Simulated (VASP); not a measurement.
# La in VASP: notebook

The runs below take La through single point, with PBEsol.

Program: VASP 6.6.1. These are calculated values, not measurements. Logs are shortened: lines on timing, memory, paths and dates and some standing lists are left out, and cuts for length are marked.

## 1. The cell of the first run

Symmetry: Im-3m, No. 229, cubic system. Conventional cell: a = 4.190 Å, b = 4.190 Å, c = 4.190 Å, α = 90.00°, β = 90.00°, γ = 90.00°. La (site symmetry m-3m) has 14 La at 3.63 to 4.19 Å within 4.8 Å.

## 2. Single point, PBEsol (volume scaled by 0.96)

The input, INCAR:

```
PREC = Accurate ; ENCUT = 520
EDIFF = 1E-6 ; ISMEAR = -1
SIGMA = 0.05 ; LREAL = F
LASPH = T ; NELM = 100
ALGO = Normal ; ISIF = 2
LWAVE = F ; LCHARG = T
GGA = PS ; LELF = T
LVHAR = T ; NBANDS = 12
```

The input, KPOINTS:

```
regular mesh
0
Gamma
  9 9 9
```

The input, POSCAR:

```
La
1.0
   -2.0951271325      2.0951271325      2.0951271325
    2.0951271325     -2.0951271325      2.0951271325
    2.0951271325      2.0951271325     -2.0951271325
La
1
Direct
    0.0000000000      0.0000000000      0.0000000000
```

Potentials or basis: VASP PAW PBE potentials, release 64 (La).

Started as:

```
$ cat potpaw_PBE.64/La/POTCAR > POTCAR
$ mpirun -np 1 vasp_std > vasp.out
```

OUTCAR:

```text
PREC = Accurate
   ENCUT = 520
   EDIFF = 1E-6
   ISMEAR = -1
   LREAL = F
   LASPH = T
   NELM = 100
   ISIF = 2
   GGA = PS

 ion  position               nearest neighbor table
   1  0.000  0.000  0.000-

  LATTYP: Found a body centered cubic cell.
 ALAT       =     4.1902542650

  Lattice vectors:

 A1 = (  -2.0951271325,   2.0951271325,   2.0951271325)
 A2 = (   2.0951271325,  -2.0951271325,   2.0951271325)
 A3 = (   2.0951271325,   2.0951271325,  -2.0951271325)

Analysis of symmetry for initial positions (statically):
=====================================================================
 Subroutine PRICEL returns:
 Original cell was already a primitive cell.

 Routine SETGRP: Setting up the symmetry group for a
 body centered cubic supercell.

 Subroutine GETGRP returns: Found 48 space group operations
 (whereof 48 operations were pure point group operations)
 out of a pool of 48 trial point group operations.

The static configuration has the point symmetry O_h .

Analysis of symmetry for dynamics (positions and initial velocities):
=====================================================================
 Subroutine PRICEL returns:
 Original cell was already a primitive cell.

 Routine SETGRP: Setting up the symmetry group for a
 body centered cubic supercell.

 Subroutine GETGRP returns: Found 48 space group operations
 (whereof 48 operations were pure point group operations)
 out of a pool of 48 trial point group operations.

The dynamic configuration has the point symmetry O_h .

 Subroutine INISYM returns: Found 48 space group operations
 (whereof 48 operations are pure point group operations),
 and found     1 'primitive' translations

----------------------------------------------------------------------------------------

                                     Primitive cell

  volume of cell :      36.7867

  direct lattice vectors                    reciprocal lattice vectors
    -2.095127133  2.095127133  2.095127133     0.000000000  0.238649002  0.238649002
     2.095127133 -2.095127133  2.095127133     0.238649002  0.000000000  0.238649002
     2.095127133  2.095127133 -2.095127133     0.238649002  0.238649002  0.000000000

  length of vectors
     3.628866642  3.628866642  3.628866642     0.337500656  0.337500656  0.337500656

  position of ions in fractional coordinates (direct lattice)
     0.000000000  0.000000000  0.000000000

  ion indices of the primitive-cell ions
   primitive index   ion index
                 1           1

----------------------------------------------------------------------------------------

 KPOINTS: regular mesh

Automatic generation of k-mesh.
 Grid dimensions read from file:
 generate k-points for:    9    9    9

 Generating k-lattice:

  Cartesian coordinates                     Fractional coordinates (reciprocal lattice)
     0.000000000  0.026516556  0.026516556     0.111111111  0.000000000  0.000000000
     0.026516556  0.000000000  0.026516556     0.000000000  0.111111111  0.000000000
     0.026516556  0.026516556  0.000000000     0.000000000  0.000000000  0.111111111

  Length of vectors
     0.037500073  0.037500073  0.037500073

  Shift w.r.t. Gamma in fractional coordinates (k-lattice)
     0.000000000  0.000000000  0.000000000

 Subroutine IBZKPT returns following result:
 ===========================================

 Found     35 irreducible k-points:

 Following reciprocal coordinates:
            Coordinates               Weight
  0.000000  0.000000  0.000000      1.000000
  0.111111  0.000000  0.000000     12.000000
  0.222222  0.000000  0.000000     12.000000
  0.333333  0.000000  0.000000     12.000000
  0.444444  0.000000  0.000000     12.000000
  0.111111  0.111111  0.000000     24.000000
[... 16 lines left out ...]
 -0.333333  0.444444  0.111111     48.000000
 -0.444444 -0.444444  0.111111     24.000000
 [... further k-points ...]
   k-points           NKPTS =     35   k-points in BZ     NKDIM =     35   number of bands    NBANDS=     12
   number of dos      NEDOS =    301   number of ions     NIONS =      1
   total plane-waves  NPLWV =  21952
   dimension x,y,z NGX =    28 NGY =   28 NGZ =   28
   dimension x,y,z NGXF=    56 NGYF=   56 NGZF=   56
   ions per type =               1
   NGX,Y,Z   is equivalent  to a cutoff of  12.83, 12.83, 12.83 a.u.
   NGXF,Y,Z  is equivalent  to a cutoff of  25.65, 25.65, 25.65 a.u.
 SYSTEM =  unknown system
   PREC   = accura    normal or accurate (medium, high low for compatibility)
   ISTART =      0    job   : 0-new  1-cont  2-samecut
   ICHARG =      2    charge: 1-file 2-atom 10-const
   ISPIN  =      1    spin polarized calculation?
   LNONCOLLINEAR =      F non collinear calculations
   LSORBIT =      F    spin-orbit coupling
   LASPH  =      T    aspherical Exc in radial PAW
   ENCUT  =  520.0 eV  38.22 Ry    6.18 a.u.   6.75  6.75  6.75*2*pi/ulx,y,z
   NELM   =    100;   NELMIN=  2; NELMDL= -5     # of ELM steps
   EDIFF  = 0.1E-05   stopping-criterion for ELM
   LREAL  =      F    real-space projection
   EDIFFG = 0.1E-04   stopping-criterion for IOM
   NSW    =      0    number of steps for IOM
   IBRION =     -1    ionic relax: 0-MD 1-quasi-New 2-CG
   NFREE  =      0    steps in history (QN), initial steepest desc. (CG)
   ISIF   =      2    stress and relaxation
   ISYM   =      2    0-nonsym 1-usesym 2-fastsym
   POTIM  = 0.5000    time-step for ionic-motion
   TEBEG  =    0.0;   TEEND  =   0.0 temperature during run
   PSTRESS=    0.0 pullay stress
   NELECT =      11.0000    total number of electrons
   NUPDOWN=      -1.0000    fix difference up-down
   EMIN   =  10.00;   EMAX   =-10.00  energy-range for DOS
   EFERMI =   0.00;   METHOD = LEGACY
   ISMEAR =    -1;   SIGMA  =   0.05  broadening in eV -4-tet -1-fermi 0-gaus
   EFERMI_NEDOS =   21; number of points for ismear=-14 and -15
   IALGO  =     38    algorithm
   IMIX   =      4    mixing-type and parameters
     AMIX     =   0.40;   BMIX     =  1.00
     AMIX_MAG =   1.60;   BMIX_MAG =  1.00
  volume/ion in A,a.u.               =      36.79       248.25
  Fermi-wavevector in a.u.,A,eV,Ry     =   1.094734  2.068748 16.305806  1.198443
  Thomas-Fermi vector in A             =   2.231045
   LORBIT       =      0    0 simple, 1 ext, 2 COOP (PROOUT), +10 PAW based schemes
   GGA     = PS    functional components
   LHFCALC =     F    Hartree Fock is set to
   AEXX    =    0.0000 exact exchange contribution
   IVDW    =     0    specifies the selected vdW correction
   LEPSILON=     F    determine dielectric tensor
   LRPA    =     F    only Hartree local field effects (RPA)
 non-spin polarized calculation
  energy-cutoff  :      520.00
  volume of cell :       36.79
 maximum number of plane-waves:      1008
   NGX = 13   NGY = 13   NGZ = 13

 number of electron      11.0000002 magnetization

 Free energy of the ion-electron system (eV)
  ---------------------------------------------------
  ext. energy  EPLUGINS =         0.00000000
  ---------------------------------------------------
  free energy    TOTEN  =        -5.21335767 eV

  energy without entropy =       -5.18770833  energy(sigma->0) =       -5.20053300

 E-fermi :   7.8047     XC(G=0):  -9.7229

 val. band max:        7.7609664334   @ k =  -0.3333   0.4444   0.1111
 cond. band min:       7.8056761789   @ k =  -0.2222   0.2222   0.2222
 fundamental gap:      0.0447097455
 Fermi energy:         7.8046701933

 k-point     1 :       0.0000    0.0000    0.0000
  band No.  band energies     occupation
      1     -25.0327      2.00000
      2      -7.9351      2.00000
      3      -7.9351      2.00000
      4      -7.9351      2.00000
      5       4.5750      2.00000
      6       9.2968      0.00000
      7       9.2968      0.00000
      8       9.2968      0.00000
      9       9.3724      0.00000
     10       9.3724      0.00000
     11       9.3724      0.00000
     12      10.1380      0.00000

 k-point     2 :       0.1111    0.0000    0.0000
  band No.  band energies     occupation
      1     -25.0079      2.00000
      2      -8.1252      2.00000
      3      -7.9906      2.00000
      4      -7.9375      2.00000
      5       4.9618      2.00000
      6       8.8390      0.00000
      7       8.8438      0.00000
      8       9.3576      0.00000
      9       9.4370      0.00000
     10       9.6634      0.00000
     11       9.6822      0.00000
     12      10.1252      0.00000

 k-point     3 :       0.2222    0.0000    0.0000
  band No.  band energies     occupation
      1     -24.9442      2.00000
      2      -8.5753      2.00000
      3      -8.1272      2.00000
      4      -7.9437      2.00000
      5       5.8006      2.00000
      6       8.3041      0.00009
      7       8.4313      0.00001
      8       9.3391      0.00000
      9       9.6121      0.00000
     10       9.7810      0.00000
     11       9.8762      0.00000
     12      10.0556      0.00000
[... 286 lines left out ...]
 k-point    23 :      -0.3333    0.4444    0.1111
  band No.  band energies     occupation
      1     -24.8005      2.00000
      2      -9.1197      2.00000
      3      -8.5418      2.00000
      4      -8.1681      2.00000
      5       6.8476      2.00000
      6       7.7610      1.41119
      7       8.5568      0.00000
      8       9.2885      0.00000
      9       9.6191      0.00000
     10       9.8145      0.00000
     11      10.0248      0.00000
     12      10.0904      0.00000

 k-point    24 :      -0.4444   -0.4444    0.1111
  band No.  band energies     occupation
      1     -24.7775      2.00000
      2      -9.2214      2.00000
      3      -8.6132      2.00000
      4      -8.1675      2.00000
      5       6.7006      2.00000
      6       8.0316      0.02117
      7       8.4152      0.00001
      8       9.1918      0.00000
      9       9.6887      0.00000
     10       9.8828      0.00000
     11      10.0609      0.00000
     12      10.1038      0.00000

 [... further k-points ...]
[... 5 lines left out ...]
  --------------------------------------------------------------------------------------
  -------------------------------------------------------------------------------------
  Total       -0.3812963     -0.3812963     -0.3812963     -0.0000000     -0.0000000      0.0000000
  in kB      -16.6066483    -16.6066483    -16.6066483     -0.0000000     -0.0000000      0.0000000
  external PRESSURE =     -16.6066483 kB  Pullay stress =       0.0000000 kB

 VOLUME and BASIS-vectors are now :
 -----------------------------------------------------------------------------
  energy-cutoff  :      520.00
  volume of cell :       36.79
      direct lattice vectors                 reciprocal lattice vectors
    -2.095127133  2.095127133  2.095127133     0.000000000  0.238649002  0.238649002
     2.095127133 -2.095127133  2.095127133     0.238649002  0.000000000  0.238649002
     2.095127133  2.095127133 -2.095127133     0.238649002  0.238649002  0.000000000

 POSITION                                       TOTAL-FORCE (eV/Angst)
 -----------------------------------------------------------------------------------
      0.00000      0.00000      0.00000         0.000000     -0.000000     -0.000000
 -----------------------------------------------------------------------------------
    total drift:                                0.000000      0.000000      0.000000

  FREE ENERGIE OF THE ION-ELECTRON SYSTEM (eV)
  ---------------------------------------------------
  free  energy   TOTEN  =        -5.2133576736 eV

  energy  without entropy=       -5.1877083316  energy(sigma->0) =       -5.20053300
```

It took 10 s on 1 thread of Intel Xeon Platinum 8488C (Sapphire Rapids), shared host; peak memory 0.17 GiB.

Results:

```yaml
Free_energy: -5.2134 eV
Pressure: -1.7 GPa
```

Caveat: the PAW data sets were made with another functional, which shifts forces and pressure a little; spin-orbit coupling is left out, which moves the levels of the heavy elements.

## 3. Single point, PBEsol (volume scaled by 0.98)

Edit INCAR of step 2 so:

```diff
@@ -1,3 +1,3 @@
 PREC = Accurate ; ENCUT = 520
-EDIFF = 1E-6 ; ISMEAR = -1
+EDIFF = 1E-7 ; ISMEAR = -1
 SIGMA = 0.05 ; LREAL = F
```

KPOINTS is that of step 2.

The input, POSCAR:

```
La
1.0
   -2.1095767417      2.1095767417      2.1095767417
    2.1095767417     -2.1095767417      2.1095767417
    2.1095767417      2.1095767417     -2.1095767417
La
1
Direct
    0.0000000000      0.0000000000      0.0000000000
```

Potentials or basis: VASP PAW PBE potentials, release 64 (La).

Started as:

```
$ cat potpaw_PBE.64/La/POTCAR > POTCAR
$ mpirun -np 1 vasp_std > vasp.out
```

Wall time 12 s (1 thread of Intel Xeon Platinum 8488C (Sapphire Rapids), shared host); peak memory 0.17 GiB.

Results (log left out):

```
Free energy : -5.2043 eV
Pressure    : -2.1 GPa
```

Levels at points of the mesh, in eV from the Fermi level:
```tsv
k point	band 1	band 2	band 3	band 4	band 5	band 6	band 7	band 8	band 9	band 10
(0.00, 0.00, 0.00)	-32.87	-15.82	-15.82	-15.82	-3.25	1.47	1.47	1.47	1.53	1.53
```

Caveat: the PAW data sets were made with another functional, which shifts forces and pressure a little; spin-orbit coupling is left out, which moves the levels of the heavy elements.

## 4. Single point, PBEsol (volume scaled by 1.06)

The input, INCAR:

```
  PREC = Accurate
  ENCUT = 520
  EDIFF = 1E-6
  ISMEAR = -1
  SIGMA = 0.05
  LREAL = False
  LASPH = True
  NELM = 80
  ALGO = Fast
  ISIF = 2
  LWAVE = False
  LCHARG = False
  GGA = PS
  NBANDS = 12
```

KPOINTS is that of step 3.

The input, POSCAR:

```
La
1.0
   -2.1654853927      2.1654853927      2.1654853927
    2.1654853927     -2.1654853927      2.1654853927
    2.1654853927      2.1654853927     -2.1654853927
La
1
Direct
    0.0000000000      0.0000000000      0.0000000000
```

Started as:

```
$ cat potpaw_PBE.64/La/POTCAR > POTCAR
$ mpirun -np 1 vasp_std > vasp.out
```

Run time: 22 s. Hardware: 1 thread of Intel Xeon Platinum 8488C (Sapphire Rapids), shared host; peak memory 0.17 GiB.

The run converged. Its results:

* Free energy: -5.1486 eV
* Pressure: -3.6 GPa

Levels at points of the mesh, in eV from the Fermi level:
```tsv
k point	band 1	band 2	band 3	band 4	band 5	band 6	band 7	band 8	band 9	band 10
(0.00, 0.00, 0.00)	-33.02	-16.10	-16.10	-16.10	-3.29	1.37	1.37	1.37	1.40	1.40
```

Caveat: the PAW data sets were made with another functional, which shifts forces and pressure a little; spin-orbit coupling is left out, which moves the levels of the heavy elements.

(Part 1 of 2 ends here.)
